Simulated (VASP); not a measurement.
# InSb (I-4m2) in VASP: notebook

Runs on InSb. Level: PBEsol. Tasks: electric field gradients.

Everything below comes from runs of VASP 6.6.1. Logs are shortened: lines on timing, memory, paths and dates and some standing lists are left out, and cuts for length are marked.

### Step 1. The cell of the first run

The structure is tetragonal, space group I-4m2 (No. 119). The conventional cell has a = 4.581 Å, b = 4.581 Å, c = 6.349 Å, α = 90.00°, β = 90.00°, γ = 90.00°. Within 3.7 Å of In (site symmetry -4m2) lie 4 Sb at 2.79 Å. Sb (site symmetry -4m2) has 4 In at 2.79 Å within 3.7 Å.

### Step 2. Electric field gradients, PBEsol (zz strain of -2 %)

File INCAR:

```
ALGO = Normal ; EDIFF = 1E-8
ENCUT = 520 ; GGA = PS
ISIF = 2 ; ISMEAR = -1
LASPH = T ; LCHARG = F
LEFG = T ; LREAL = F
LWAVE = F ; NBANDS = 16
NELM = 100 ; PREC = Accurate
SIGMA = 0.05
```

File KPOINTS:

```
k-points
0
Gamma
  9 9 9
```

File POSCAR:

```
InSb
1.0
    0.0000000000      3.2391000000      3.1743180000
    3.2391000000      0.0000000000      3.1743180000
    3.2391000000      3.2391000000      0.0000000000
In Sb
1 1
Direct
    0.0000000000      0.0000000000      0.0000000000
    0.7500000000      0.7500000000      0.7500000000
```

Potentials or basis: VASP PAW PBE potentials, release 64 (In_d, Sb).

The run is started by

```sh
cat potpaw_PBE.64/In_d/POTCAR potpaw_PBE.64/Sb/POTCAR > POTCAR
mpirun -np 1 vasp_std > vasp.out
```

OUTCAR:

```text
EDIFF = 1E-8
   ENCUT = 520
   GGA = PS
   ISIF = 2
   ISMEAR = -1
   LASPH = T
   LREAL = F
   NELM = 100
   PREC = Accurate

 ion  position               nearest neighbor table
   1  0.000  0.000  0.000-   2 2.79   2 2.79   2 2.79   2 2.79
   2  0.750  0.750  0.750-   1 2.79   1 2.79   1 2.79   1 2.79

  LATTYP: Found a body centered tetragonal cell.
 ALAT       =     4.5807791499
 C/A-ratio  =     1.3859292911

  Lattice vectors:

 A1 = (   0.0000000000,  -3.2391000000,  -3.1743180000)
 A2 = (   0.0000000000,   3.2391000000,  -3.1743180000)
 A3 = (   3.2391000000,   0.0000000000,   3.1743180000)

Analysis of symmetry for initial positions (statically):
=====================================================================
 Subroutine PRICEL returns:
 Original cell was already a primitive cell.

 Routine SETGRP: Setting up the symmetry group for a
 body centered tetragonal supercell.

 Subroutine GETGRP returns: Found  8 space group operations
 (whereof  8 operations were pure point group operations)
 out of a pool of 16 trial point group operations.

The static configuration has the point symmetry D_2d.

Analysis of symmetry for dynamics (positions and initial velocities):
=====================================================================
 Subroutine PRICEL returns:
 Original cell was already a primitive cell.

 Routine SETGRP: Setting up the symmetry group for a
 body centered tetragonal supercell.

 Subroutine GETGRP returns: Found  8 space group operations
 (whereof  8 operations were pure point group operations)
 out of a pool of 16 trial point group operations.

The dynamic configuration has the point symmetry D_2d.

 Subroutine INISYM returns: Found  8 space group operations
 (whereof  8 operations are pure point group operations),
 and found     1 'primitive' translations

----------------------------------------------------------------------------------------

                                     Primitive cell

  volume of cell :      66.6084

  direct lattice vectors                    reciprocal lattice vectors
     0.000000000  3.239100000  3.174318000    -0.154363867  0.154363867  0.157514149
     3.239100000  0.000000000  3.174318000     0.154363867 -0.154363867  0.157514149
     3.239100000  3.239100000  0.000000000     0.154363867  0.154363867 -0.157514149

  length of vectors
     4.535202705  4.535202705  4.580779150     0.269197165  0.269197165  0.269197165

  position of ions in fractional coordinates (direct lattice)
     0.000000000  0.000000000  0.000000000
     0.750000000  0.750000000  0.750000000

  ion indices of the primitive-cell ions
   primitive index   ion index
                 1           1
                 2           2

----------------------------------------------------------------------------------------

 KPOINTS: k-points

Automatic generation of k-mesh.
 Grid dimensions read from file:
 generate k-points for:    9    9    9

 Generating k-lattice:

  Cartesian coordinates                     Fractional coordinates (reciprocal lattice)
    -0.017151541  0.017151541  0.017501572     0.111111111  0.000000000  0.000000000
     0.017151541 -0.017151541  0.017501572     0.000000000  0.111111111  0.000000000
     0.017151541  0.017151541 -0.017501572     0.000000000  0.000000000  0.111111111

  Length of vectors
     0.029910796  0.029910796  0.029910796

  Shift w.r.t. Gamma in fractional coordinates (k-lattice)
     0.000000000  0.000000000  0.000000000

 Subroutine IBZKPT returns following result:
 ===========================================

 Found     75 irreducible k-points:

 Following reciprocal coordinates:
            Coordinates               Weight
  0.000000  0.000000  0.000000      1.000000
  0.111111 -0.000000  0.000000      8.000000
  0.222222 -0.000000  0.000000      8.000000
  0.333333 -0.000000  0.000000      8.000000
  0.444444 -0.000000  0.000000      8.000000
  0.111111  0.111111  0.000000      2.000000
[... 16 lines left out ...]
 -0.333333  0.333333  0.000000      4.000000
  0.444444  0.444444  0.000000      2.000000
 [... further k-points ...]
   k-points           NKPTS =     75   k-points in BZ     NKDIM =     75   number of bands    NBANDS=     16
   number of dos      NEDOS =    301   number of ions     NIONS =      2
   total plane-waves  NPLWV =  46656
   dimension x,y,z NGX =    36 NGY =   36 NGZ =   36
   dimension x,y,z NGXF=    72 NGYF=   72 NGZF=   72
   ions per type =               1   1
   NGX,Y,Z   is equivalent  to a cutoff of  13.20, 13.20, 13.07 a.u.
   NGXF,Y,Z  is equivalent  to a cutoff of  26.39, 26.39, 26.13 a.u.
 SYSTEM =  unknown system
   PREC   = accura    normal or accurate (medium, high low for compatibility)
   ISTART =      0    job   : 0-new  1-cont  2-samecut
   ICHARG =      2    charge: 1-file 2-atom 10-const
   ISPIN  =      1    spin polarized calculation?
   LNONCOLLINEAR =      F non collinear calculations
   LSORBIT =      F    spin-orbit coupling
   LASPH  =      T    aspherical Exc in radial PAW
   ENCUT  =  520.0 eV  38.22 Ry    6.18 a.u.   8.43  8.43  8.52*2*pi/ulx,y,z
   NELM   =    100;   NELMIN=  2; NELMDL= -5     # of ELM steps
   EDIFF  = 0.1E-07   stopping-criterion for ELM
   LREAL  =      F    real-space projection
   EDIFFG = 0.1E-06   stopping-criterion for IOM
   NSW    =      0    number of steps for IOM
   IBRION =     -1    ionic relax: 0-MD 1-quasi-New 2-CG
   NFREE  =      0    steps in history (QN), initial steepest desc. (CG)
   ISIF   =      2    stress and relaxation
   ISYM   =      2    0-nonsym 1-usesym 2-fastsym
   POTIM  = 0.5000    time-step for ionic-motion
   TEBEG  =    0.0;   TEEND  =   0.0 temperature during run
   PSTRESS=    0.0 pullay stress
   NELECT =      18.0000    total number of electrons
   NUPDOWN=      -1.0000    fix difference up-down
   EMIN   =  10.00;   EMAX   =-10.00  energy-range for DOS
   EFERMI =   0.00;   METHOD = LEGACY
   ISMEAR =    -1;   SIGMA  =   0.05  broadening in eV -4-tet -1-fermi 0-gaus
   EFERMI_NEDOS =   21; number of points for ismear=-14 and -15
   IALGO  =     38    algorithm
   IMIX   =      4    mixing-type and parameters
     AMIX     =   0.40;   BMIX     =  1.00
     AMIX_MAG =   1.60;   BMIX_MAG =  1.00
  volume/ion in A,a.u.               =      33.30       224.75
  Fermi-wavevector in a.u.,A,eV,Ry     =   1.058415  2.000114 15.241820  1.120242
  Thomas-Fermi vector in A             =   2.193723
   LORBIT       =      0    0 simple, 1 ext, 2 COOP (PROOUT), +10 PAW based schemes
   GGA     = PS    functional components
   LHFCALC =     F    Hartree Fock is set to
   AEXX    =    0.0000 exact exchange contribution
   IVDW    =     0    specifies the selected vdW correction
   LEPSILON=     F    determine dielectric tensor
   LRPA    =     F    only Hartree local field effects (RPA)
 non-spin polarized calculation
  energy-cutoff  :      520.00
  volume of cell :       66.61
 maximum number of plane-waves:      1822
 NGX is ok and might be reduce to    36
   NGX = 17   NGY = 17   NGZ = 17

 number of electron      17.9999996 magnetization

 Free energy of the ion-electron system (eV)
  ---------------------------------------------------
  ext. energy  EPLUGINS =         0.00000000
  ---------------------------------------------------
  free energy    TOTEN  =        -7.68159238 eV

  energy without entropy =       -7.68120964  energy(sigma->0) =       -7.68140101

 E-fermi :   5.2471     XC(G=0):  -8.9571

 val. band max:        5.1495631000   @ k =   0.0000   0.0000   0.0000
 cond. band min:       5.2493463687   @ k =   0.0000   0.0000   0.0000
 fundamental gap:      0.0997832687
 Fermi energy:         5.2470601493

 k-point     1 :       0.0000    0.0000    0.0000
  band No.  band energies     occupation
      1      -9.4067      2.00000
      2      -9.4067      2.00000
      3      -9.4029      2.00000
      4      -9.3141      2.00000
      5      -9.3119      2.00000
      6      -5.6993      2.00000
[... 8 lines left out ...]
     15      13.3575      0.00000
     16      13.6493      0.00000

 k-point     2 :       0.1111   -0.0000    0.0000
  band No.  band energies     occupation
      1      -9.4121      2.00000
      2      -9.4038      2.00000
      3      -9.4011      2.00000
      4      -9.3144      2.00000
      5      -9.3120      2.00000
      6      -5.5830      2.00000
[... 8 lines left out ...]
     15      12.6297      0.00000
     16      12.8182      0.00000
[... 387 lines left out ...]
      5      -9.3091      2.00000
      6      -3.7951      2.00000
[... 8 lines left out ...]
     15      12.9231      0.00000
     16      16.3850      0.00000

 k-point    24 :       0.4444    0.4444    0.0000
  band No.  band energies     occupation
      1      -9.4932      2.00000
      2      -9.3590      2.00000
      3      -9.3590      2.00000
      4      -9.3369      2.00000
      5      -9.3013      2.00000
      6      -3.7195      2.00000
[... 8 lines left out ...]
     15      15.2313      0.00000
     16      16.0297      0.00000

 [... further k-points ...]
[... 5 lines left out ...]
  --------------------------------------------------------------------------------------
  -------------------------------------------------------------------------------------
  Total        0.7010234      0.7010234      0.9166229      0.0000000      0.0000000      0.0000000
  in kB       16.8621889     16.8621889     22.0481506      0.0000000      0.0000000      0.0000000
  external PRESSURE =      18.5908428 kB  Pullay stress =       0.0000000 kB

 VOLUME and BASIS-vectors are now :
 -----------------------------------------------------------------------------
  energy-cutoff  :      520.00
  volume of cell :       66.61
      direct lattice vectors                 reciprocal lattice vectors
     0.000000000  3.239100000  3.174318000    -0.154363867  0.154363867  0.157514149
     3.239100000  0.000000000  3.174318000     0.154363867 -0.154363867  0.157514149
     3.239100000  3.239100000  0.000000000     0.154363867  0.154363867 -0.157514149

 POSITION                                       TOTAL-FORCE (eV/Angst)
 -----------------------------------------------------------------------------------
      0.00000      0.00000      0.00000        -0.000000     -0.000000     -0.000000
      4.85865      4.85865      4.76148         0.000000      0.000000      0.000000
 -----------------------------------------------------------------------------------
    total drift:                                0.000000      0.000000      0.000000

  FREE ENERGIE OF THE ION-ELECTRON SYSTEM (eV)
  ---------------------------------------------------
  free  energy   TOTEN  =        -7.6815923832 eV

  energy  without entropy=       -7.6812096390  energy(sigma->0) =       -7.68140101

 Electric field gradients (V/A^2)
---------------------------------------------------------------------
 ion       V_xx      V_yy      V_zz      V_xy      V_xz      V_yz
---------------------------------------------------------------------
   1      -2.848    -2.848     5.695     0.000     0.001     0.001
   2       2.225     2.225    -4.451    -0.000    -0.000    -0.000
---------------------------------------------------------------------

 Electric field gradients after diagonalization (V/A^2)
 (convention: |V_zz| > |V_xx| > |V_yy|)
----------------------------------------------------------------------
 ion       V_xx      V_yy      V_zz     asymmetry (V_yy - V_xx)/ V_zz
----------------------------------------------------------------------
   1      -2.848    -2.847     5.695       0.000
   2       2.226     2.225    -4.451       0.000
----------------------------------------------------------------------

           NMR quadrupolar parameters

 Cq : quadrupolar parameter    Cq=e*Q*V_zz/h
 eta: asymmetry parameters     (V_yy - V_xx)/ V_zz
 Q  : nuclear electric quadrupole moment in mb (millibarn)
----------------------------------------------------------------------
 ion       Cq(MHz)       eta       Q (mb)
----------------------------------------------------------------------
   1       0.014       0.000       1.000
   2      -0.011       0.000       1.000
----------------------------------------------------------------------
```

It took 35 s on 1 thread of Intel Xeon 6975P-C (Granite Rapids), shared host; peak memory 0.25 GiB.

Results:

```
Free energy            : -7.6816 eV
Pressure               : 1.9 GPa
Band gap on the k mesh : 0.10 eV, direct
```

Stress tensor (GPa, compression positive):
```
1.69 0.00 0.00
0.00 1.69 0.00
0.00 0.00 2.20
```

Electric field gradients, principal values (V/Å²):
```csv
atom,least,middle,greatest (by size)
1 In,-2.847,-2.848,5.695
2 Sb,2.225,2.226,-4.451
```

Caveat: the cell differs from its parent crystal (zz strain of -2 %); without QUAD_EFG the Cq values of the log hold for a quadrupole moment of 1 mb, not for the nuclei; the PAW data sets were made with another functional, which shifts forces and pressure a little; spin-orbit coupling is left out, which moves the levels of the heavy elements.

[end of part 1 of 2]
